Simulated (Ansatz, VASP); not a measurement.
## Two plane-wave programs on P

File INCAR:

```
SYSTEM = P
ALGO = Normal
DIPOL = 0.5 0.5 0.289
EDIFF = 1E-6
ENCUT = 520
GGA = PE
IDIPOL = 3
ISIF = 2
ISMEAR = 0
IVDW = 12
LASPH = .True.
LCHARG = .False.
LDIPOL = .True.
LREAL = .False.
LWAVE = .False.
NBANDS = 30
NELM = 60
PREC = Accurate
SIGMA = 0.1
```

Contents of KPOINTS:

```
k-points
0
Gamma
  6 6 1
  0 0 0
```

File POSCAR:

```
P
1.0
    6.5136472685      0.0000000000      0.0000000000
   -1.6284118171      2.8204920029      0.0000000000
    0.0000000000      0.0000000000     34.6378032000
P
8
Direct
    0.3333333333      0.3333333333      0.2405960193
    0.8333333333      0.3333333333      0.2405960193
    0.1666666667      0.6666666667      0.2047083685
    0.6666666667      0.6666666667      0.2047083685
    0.5000000000      0.0000000000      0.3368078040
    0.0000000000      0.0000000000      0.3368078040
    0.1666666667      0.6666666667      0.3726954549
    0.6666666667      0.6666666667      0.3726954549
```

Input for Ansatz:

```yaml
crystal:
  lattice:
    - [6.5136472685, 0.0, 0.0]
    - [-1.6284118171, 2.8204920029, 0.0]
    - [0.0, 0.0, 34.6378032]
  atoms:
    - { symbol: P, position: [0.3333333333, 0.3333333333, 0.2405960193] }
    - { symbol: P, position: [0.8333333333, 0.3333333333, 0.2405960193] }
    - { symbol: P, position: [0.1666666667, 0.6666666667, 0.2047083685] }
    - { symbol: P, position: [0.6666666667, 0.6666666667, 0.2047083685] }
    - { symbol: P, position: [0.5, 0.0, 0.336807804] }
    - { symbol: P, position: [0.0, 0.0, 0.336807804] }
    - { symbol: P, position: [0.1666666667, 0.6666666667, 0.3726954549] }
    - { symbol: P, position: [0.6666666667, 0.6666666667, 0.3726954549] }
  periodic: [true, true, false]
basis:
  ecutwfc: 420
kpoints:
  mp_grid: { grid: [6, 6, 1] }
hamiltonian:
  xc: pbe
  dispersion: d3bj
scf:
  occupations: { method: gaussian, width: 0.1 }
  lower_state_search: "off"
output:
  forces: true
  stress: true
  eigenvalues: true
```

Alike in both runs: task single point; functional PBE; dispersion D3(BJ); k mesh 6 × 6 × 1; occupations gaussian, width 0.1 eV; no spin polarisation.

```csv
,VASP,Ansatz
version,VASP 6.6.1,Ansatz 0.2.0
potentials or method,"VASP PAW PBE potentials, release 64 (P), cutoff 520 eV","scalar-relativistic, plane waves, PAW"
valence electrons in the cell,40,40
```

|  | VASP | Ansatz | Ansatz less VASP |
| --- | --- | --- | --- |
| gap on the k mesh at the Fermi level (eV) | 1.25 | 1.21 | -0.041 |
| least direct gap on the mesh (eV) | 1.26 | 1.22 | -0.039 |
| rms of the force components (eV/Å) | 0.060 | 0.008 | -0.0522 |

Atom by atom the forces differ by 0.052 eV/Å (rms over components).
